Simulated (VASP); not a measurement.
# Hf (Fm-3m) in VASP: single point with PBEsol

Aim: the single point of Hf with PBEsol.

Everything below comes from runs of VASP 6.6.1. Logs are shortened: lines on timing, memory, paths and dates and some standing lists are left out, and cuts for length are marked.

### Step 1. The cell of the first run

The structure is cubic, space group Fm-3m (No. 225). The conventional cell has a = 4.418 Å, b = 4.418 Å, c = 4.418 Å, α = 90.00°, β = 90.00°, γ = 90.00°. Within 4.1 Å of Hf (site symmetry m-3m) lie 12 Hf at 3.12 Å.

This isn't the form of Hf at room conditions, which is hcp.

### Step 2. Single point, PBEsol

The input, POSCAR:

```
Hf
1.0
    0.0000000000      2.2089981059      2.2089981059
    2.2089981059      0.0000000000      2.2089981059
    2.2089981059      2.2089981059      0.0000000000
Hf
1
Direct
    0.0000000000      0.0000000000      0.0000000000
```

The input, INCAR.step1:

```
SYSTEM = Hf
PREC = Accurate
ENCUT = 520
EDIFF = 1E-6
ISMEAR = -1
SIGMA = 0.05
LREAL = .FALSE.
LASPH = .TRUE.
NELM = 100
ALGO = Normal
ISIF = 2
LWAVE = .FALSE.
LCHARG = .TRUE.
LMAXMIX = 4
GGA = PS
NBANDS = 11
```

The input, KPOINTS.step1:

```
regular mesh
0
G
  16 16 16
  0 0 0
```

The input, INCAR.step2:

```
SYSTEM = Hf
PREC = Accurate
ENCUT = 520
EDIFF = 1E-6
ISMEAR = -5
SIGMA = 0.05
LREAL = .FALSE.
LASPH = .TRUE.
NELM = 100
ALGO = Normal
ISIF = 2
LWAVE = .FALSE.
LCHARG = .FALSE.
LMAXMIX = 4
GGA = PS
LORBIT = 11
NBANDS = 11
NEDOS = 1001
ICHARG = 11
```

The input, KPOINTS.step2:

```
regular mesh
0
G
  24 24 24
  0 0 0
```

Potentials or basis: VASP PAW PBE potentials, release 64 (Hf_pv).

Started as:

```console
cat potpaw_PBE.64/Hf_pv/POTCAR > POTCAR
cp INCAR.step1 INCAR
cp KPOINTS.step1 KPOINTS
mpirun -np 1 vasp_std > vasp.out
cp INCAR.step2 INCAR
cp KPOINTS.step2 KPOINTS
mpirun -np 1 vasp_std > vasp.out
```

OUTCAR:

```text
SYSTEM = Hf
   PREC = Accurate
   ENCUT = 520
   EDIFF = 1E-6
   ISMEAR = -5
   LREAL = .FALSE.
   LASPH = .TRUE.
   NELM = 100
   ISIF = 2
   GGA = PS
   LORBIT = 11
   ICHARG = 11

 ion  position               nearest neighbor table
   1  0.000  0.000  0.000-

  LATTYP: Found a face centered cubic cell.
 ALAT       =     4.4179962118

  Lattice vectors:

 A1 = (   0.0000000000,   2.2089981059,   2.2089981059)
 A2 = (   2.2089981059,   0.0000000000,   2.2089981059)
 A3 = (   2.2089981059,   2.2089981059,   0.0000000000)

Analysis of symmetry for initial positions (statically):
=====================================================================
 Subroutine PRICEL returns:
 Original cell was already a primitive cell.

 Routine SETGRP: Setting up the symmetry group for a
 face centered cubic supercell.

 Subroutine GETGRP returns: Found 48 space group operations
 (whereof 48 operations were pure point group operations)
 out of a pool of 48 trial point group operations.

The static configuration has the point symmetry O_h .

Analysis of symmetry for dynamics (positions and initial velocities):
=====================================================================
 Subroutine PRICEL returns:
 Original cell was already a primitive cell.

 Routine SETGRP: Setting up the symmetry group for a
 face centered cubic supercell.

 Subroutine GETGRP returns: Found 48 space group operations
 (whereof 48 operations were pure point group operations)
 out of a pool of 48 trial point group operations.

The dynamic configuration has the point symmetry O_h .

 Subroutine INISYM returns: Found 48 space group operations
 (whereof 48 operations are pure point group operations),
 and found     1 'primitive' translations

----------------------------------------------------------------------------------------

                                     Primitive cell

  volume of cell :      21.5584

  direct lattice vectors                    reciprocal lattice vectors
     0.000000000  2.208998106  2.208998106    -0.226346957  0.226346957  0.226346957
     2.208998106  0.000000000  2.208998106     0.226346957 -0.226346957  0.226346957
     2.208998106  2.208998106  0.000000000     0.226346957  0.226346957 -0.226346957

  length of vectors
     3.123995081  3.123995081  3.123995081     0.392044430  0.392044430  0.392044430

  position of ions in fractional coordinates (direct lattice)
     0.000000000  0.000000000  0.000000000

  ion indices of the primitive-cell ions
   primitive index   ion index
                 1           1

----------------------------------------------------------------------------------------

 KPOINTS: regular mesh

Automatic generation of k-mesh.
 Grid dimensions read from file:
 generate k-points for:   24   24   24

 Generating k-lattice:

  Cartesian coordinates                     Fractional coordinates (reciprocal lattice)
    -0.009431123  0.009431123  0.009431123     0.041666667  0.000000000  0.000000000
     0.009431123 -0.009431123  0.009431123     0.000000000  0.041666667  0.000000000
     0.009431123  0.009431123 -0.009431123     0.000000000  0.000000000  0.041666667

  Length of vectors
     0.016335185  0.016335185  0.016335185

  Shift w.r.t. Gamma in fractional coordinates (k-lattice)
     0.000000000  0.000000000  0.000000000

 TETIRR: Found   1864 inequivalent tetrahedra from    82944

 Subroutine IBZKPT returns following result:
 ===========================================

 Found    413 irreducible k-points:

 Following reciprocal coordinates:
            Coordinates               Weight
  0.000000  0.000000  0.000000      1.000000
  0.041667  0.000000  0.000000      8.000000
  0.083333  0.000000  0.000000      8.000000
  0.125000  0.000000  0.000000      8.000000
  0.166667  0.000000  0.000000      8.000000
  0.208333  0.000000  0.000000      8.000000
[... 16 lines left out ...]
  0.416667  0.041667  0.000000     24.000000
  0.458333  0.041667  0.000000     24.000000
 [... further k-points ...]
   k-points           NKPTS =    413   k-points in BZ     NKDIM =    413   number of bands    NBANDS=     11
   number of dos      NEDOS =   1001   number of ions     NIONS =      1
   total plane-waves  NPLWV =  13824
   dimension x,y,z NGX =    24 NGY =   24 NGZ =   24
   dimension x,y,z NGXF=    48 NGYF=   48 NGZF=   48
   ions per type =               1
   NGX,Y,Z   is equivalent  to a cutoff of  12.77, 12.77, 12.77 a.u.
   NGXF,Y,Z  is equivalent  to a cutoff of  25.54, 25.54, 25.54 a.u.
 SYSTEM =  Hf
   PREC   = accura    normal or accurate (medium, high low for compatibility)
   ISTART =      0    job   : 0-new  1-cont  2-samecut
   ICHARG =     11    charge: 1-file 2-atom 10-const
   ISPIN  =      1    spin polarized calculation?
   LNONCOLLINEAR =      F non collinear calculations
   LSORBIT =      F    spin-orbit coupling
   LASPH  =      T    aspherical Exc in radial PAW
   ENCUT  =  520.0 eV  38.22 Ry    6.18 a.u.   5.81  5.81  5.81*2*pi/ulx,y,z
   NELM   =    100;   NELMIN=  2; NELMDL=  0     # of ELM steps
   EDIFF  = 0.1E-05   stopping-criterion for ELM
   LREAL  =      F    real-space projection
   EDIFFG = 0.1E-04   stopping-criterion for IOM
   NSW    =      0    number of steps for IOM
   IBRION =     -1    ionic relax: 0-MD 1-quasi-New 2-CG
   NFREE  =      0    steps in history (QN), initial steepest desc. (CG)
   ISIF   =      2    stress and relaxation
   ISYM   =      2    0-nonsym 1-usesym 2-fastsym
   POTIM  = 0.5000    time-step for ionic-motion
   TEBEG  =    0.0;   TEEND  =   0.0 temperature during run
   PSTRESS=    0.0 pullay stress
   NELECT =      10.0000    total number of electrons
   NUPDOWN=      -1.0000    fix difference up-down
   EMIN   =  10.00;   EMAX   =-10.00  energy-range for DOS
   EFERMI =   0.00;   METHOD = LEGACY
   ISMEAR =    -5;   SIGMA  =   0.05  broadening in eV -4-tet -1-fermi 0-gaus
   EFERMI_NEDOS =   21; number of points for ismear=-14 and -15
   IALGO  =     38    algorithm
   IMIX   =      4    mixing-type and parameters
     AMIX     =   0.40;   BMIX     =  1.00
     AMIX_MAG =   1.60;   BMIX_MAG =  1.00
  volume/ion in A,a.u.               =      21.56       145.48
  Fermi-wavevector in a.u.,A,eV,Ry     =   1.267271  2.394795 21.850626  1.605976
  Thomas-Fermi vector in A             =   2.400428
   LORBIT       =     11    0 simple, 1 ext, 2 COOP (PROOUT), +10 PAW based schemes
   GGA     = PS    functional components
   LHFCALC =     F    Hartree Fock is set to
   AEXX    =    0.0000 exact exchange contribution
   IVDW    =     0    specifies the selected vdW correction
   LEPSILON=     F    determine dielectric tensor
   LRPA    =     F    only Hartree local field effects (RPA)
 non-spin polarized calculation
 Fermi weights with tetrahedron method with Bloechl corrections
  energy-cutoff  :      520.00
  volume of cell :       21.56
 maximum number of plane-waves:       604

 number of electron      10.0000001 magnetization

 Free energy of the ion-electron system (eV)
  ---------------------------------------------------
  ext. energy  EPLUGINS =         0.00000000
  ---------------------------------------------------
  free energy    TOTEN  =       -10.43383771 eV

  energy without entropy =      -10.43383771  energy(sigma->0) =      -10.43383771

 E-fermi :   4.8442     XC(G=0): -11.5633

 val. band max:        4.8532653141   @ k =   0.5000   0.1250   0.0417
 cond. band min:       4.8356590682   @ k =  -0.4167   0.3333   0.1250
 fundamental gap:     -0.0176062459
 Fermi energy:         4.8442364632

 k-point     1 :       0.0000    0.0000    0.0000
  band No.  band energies     occupation
      1     -24.9867      2.00000
      2     -24.9867      2.00000
      3     -24.9867      2.00000
      4      -2.5033      2.00000
      5       6.2444      0.00000
      6       6.2444      0.00000
      7       6.2444      0.00000
      8       9.1638      0.00000
      9       9.1638      0.00000
     10      16.3324      0.00000
     11      18.0168      0.00000

 k-point     2 :       0.0417    0.0000    0.0000
  band No.  band energies     occupation
      1     -25.0037      2.00000
      2     -24.9888      2.00000
      3     -24.9888      2.00000
      4      -2.4393      2.00000
      5       6.1774      0.00000
      6       6.2759      0.00000
      7       6.2759      0.00000
      8       9.1274      0.00000
      9       9.1274      0.00000
     10      16.4781      0.00000
     11      18.0165      0.00000

 k-point     3 :       0.0833    0.0000    0.0000
  band No.  band energies     occupation
      1     -25.0533      2.00000
      2     -24.9951      2.00000
      3     -24.9951      2.00000
      4      -2.2502      2.00000
      5       5.9922      0.00000
      6       6.3638      0.00000
      7       6.3638      0.00000
      8       9.0327      0.00000
      9       9.0327      0.00000
     10      16.8880      0.00000
     11      18.0153      0.00000

 k-point     4 :       0.1250    0.0000    0.0000
  band No.  band energies     occupation
      1     -25.1313      2.00000
      2     -25.0049      2.00000
      3     -25.0049      2.00000
      4      -1.9458      2.00000
      5       5.7288      0.00000
      6       6.4860      0.00000
      7       6.4860      0.00000
      8       8.9215      0.00000
      9       8.9215      0.00000
     10      17.4440      0.00000
     11      18.0126      0.00000
[... 239 lines left out ...]
 k-point    22 :       0.3750    0.0417    0.0000
  band No.  band energies     occupation
      1     -25.7541      2.00000
      2     -25.0991      2.00000
      3     -25.0898      2.00000
      4       0.6857      2.00000
      5       4.9013      0.20653
      6       6.1677      0.00000
      7       6.3217      0.00000
      8      10.1193      0.00000
      9      10.6247      0.00000
     10      15.2798      0.00000
     11      17.9455      0.00000

 k-point    23 :       0.4167    0.0417    0.0000
  band No.  band energies     occupation
      1     -25.8304      2.00000
      2     -25.1076      2.00000
      3     -25.1030      2.00000
      4       0.9408      2.00000
      5       5.1098      0.00000
      6       6.0587      0.00000
      7       6.1976      0.00000
      8      10.6553      0.00000
      9      11.0445      0.00000
     10      14.9636      0.00000
     11      17.1663      0.00000

 k-point    24 :       0.4583    0.0417    0.0000
  band No.  band energies     occupation
      1     -25.8820      2.00000
      2     -25.1131      2.00000
      3     -25.1123      2.00000
      4       1.0846      2.00000
      5       5.3211      0.00000
      6       6.0090      0.00000
      7       6.1068      0.00000
      8      11.1156      0.00000
      9      11.3328      0.00000
     10      14.7330      0.00000
     11      16.4610      0.00000

 [... further k-points ...]
[... 5 lines left out ...]
  --------------------------------------------------------------------------------------
  -------------------------------------------------------------------------------------
  Total       -0.0603108     -0.0603108     -0.0603108      0.0000000      0.0000000     -0.0000000
  in kB       -4.4821833     -4.4821833     -4.4821833      0.0000000      0.0000000     -0.0000000
  external PRESSURE =      -4.4821833 kB  Pullay stress =       0.0000000 kB

 VOLUME and BASIS-vectors are now :
 -----------------------------------------------------------------------------
  energy-cutoff  :      520.00
  volume of cell :       21.56
      direct lattice vectors                 reciprocal lattice vectors
     0.000000000  2.208998106  2.208998106    -0.226346957  0.226346957  0.226346957
     2.208998106  0.000000000  2.208998106     0.226346957 -0.226346957  0.226346957
     2.208998106  2.208998106  0.000000000     0.226346957  0.226346957 -0.226346957

 POSITION                                       TOTAL-FORCE (eV/Angst)
 -----------------------------------------------------------------------------------
      0.00000      0.00000      0.00000         0.000000      0.000000      0.000000
 -----------------------------------------------------------------------------------
    total drift:                                0.000000     -0.000000     -0.000000

  FREE ENERGIE OF THE ION-ELECTRON SYSTEM (eV)
  ---------------------------------------------------
  free  energy   TOTEN  =       -10.4338377101 eV

  energy  without entropy=      -10.4338377101  energy(sigma->0) =      -10.43383771

 total charge

# of ion       s       p       d       tot
------------------------------------------
    1        0.397   6.398   1.611   8.406
```

Wall time 96 s (1 thread of AMD EPYC 7R13, shared host); peak memory 0.19 GiB.

What came out:

- Valence electrons inside the program's atomic spheres: Hf 8.41

Levels at points of the mesh, in eV from the Fermi level:
| k point | band 3 | band 4 | band 5 | band 6 | band 7 | band 8 |
| --- | --- | --- | --- | --- | --- | --- |
| (0.00, 0.00, 0.00) | -29.83 | -7.35 | 1.40 | 1.40 | 1.40 | 4.32 |
| (0.50, 0.00, 0.00) | -29.95 | -3.76 | 0.73 | 1.16 | 1.16 | 6.56 |
| (0.50, 0.50, 0.00) | -30.16 | -3.42 | -2.27 | 2.74 | 6.57 | 7.23 |

Caveat: the PAW data sets were made with another functional, which shifts forces and pressure a little; spin-orbit coupling is left out, which moves the levels of the heavy elements; tetrahedron occupations give inexact forces and stress in metals.
